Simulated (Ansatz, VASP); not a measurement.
**One calculation of WSe2, two programs**

INCAR

```
PREC = Accurate ; ENCUT = 600
EDIFF = 1E-7 ; ISMEAR = 0
SIGMA = 0.02 ; LREAL = False
LASPH = True ; NELM = 80
ALGO = Normal ; ISIF = 3
LWAVE = False ; LCHARG = False
GGA = PE ; IVDW = 12
IBRION = 2 ; NSW = 80
EDIFFG = -0.01
```

Contents of KPOINTS:

```
Automatic mesh
0
Gamma
  9 9 2
```

File POSCAR:

```
WSe2
1.0
    3.3224014218      0.0000000000      0.0000000000
   -1.6612007109      2.8772840328      0.0000000000
    0.0000000000      0.0000000000     12.7830691883
W Se
2 4
Direct
    0.3333333333      0.6666666667      0.7500000000
    0.6666666667      0.3333333333      0.2500000000
    0.3333333333      0.6666666667      0.1202472841
    0.6666666667      0.3333333333      0.6202472841
    0.3333333333      0.6666666667      0.3797527159
    0.6666666667      0.3333333333      0.8797527159
```

Input for Ansatz:

```yaml
crystal:
  lattice:
    - [3.3224014218, 0.0, 0.0]
    - [-1.6612007109, 2.8772840328, 0.0]
    - [0.0, 0.0, 12.7830691883]
  atoms:
    - { symbol: W, position: [0.3333333333, 0.6666666667, 0.75] }
    - { symbol: W, position: [0.6666666667, 0.3333333333, 0.25] }
    - { symbol: Se, position: [0.3333333333, 0.6666666667, 0.1202472841] }
    - { symbol: Se, position: [0.6666666667, 0.3333333333, 0.6202472841] }
    - { symbol: Se, position: [0.3333333333, 0.6666666667, 0.3797527159] }
    - { symbol: Se, position: [0.6666666667, 0.3333333333, 0.8797527159] }
basis:
  ecutwfc: 420
kpoints:
  mp_grid: { grid: [9, 9, 2] }
hamiltonian:
  xc: pbe
  dispersion: d3bj
scf:
  occupations: { method: gaussian, width: 0.02 }
output:
  forces: true
  stress: true
  eigenvalues: true
  write_density: true
  write_potential: true
  elf: true
  volumetric_format: npy
relax:
  adjacent_minimum: "off"
  f_tol: 0.01
  max_steps: 60
  cell: { stress_tol: 0.1 }
```

Alike in both runs: task relaxation of cell and atoms; functional PBE; dispersion D3(BJ); k mesh 9 × 9 × 2; occupations gaussian, width 0.02 eV; no spin polarisation.

|  | VASP | Ansatz |
| --- | --- | --- |
| version | VASP 6.6.1 | Ansatz 0.2.0 |
| potentials or method | VASP PAW PBE potentials, release 64 (W_sv, Se), cutoff 600 eV | scalar-relativistic, plane waves, PAW |
| valence electrons in the cell | 52 | 92 |

|  | VASP | Ansatz | Ansatz less VASP |
| --- | --- | --- | --- |
| gap on the k mesh at the Fermi level, each at its own relaxed structure (eV) | 0.99 | 1.00 | +0.005 |
| relaxed volume (Å³/atom) | 19.88 | 19.84 | -0.037 |
| relaxed cell length with the largest relative difference (Å) | 3.281 | 3.279 | -0.0022 |

VASP's potentials hold 52 valence electrons a cell and Ansatz's 92, so a difference there can come from the potentials and not from the codes.

Neither program's run includes spin-orbit coupling.
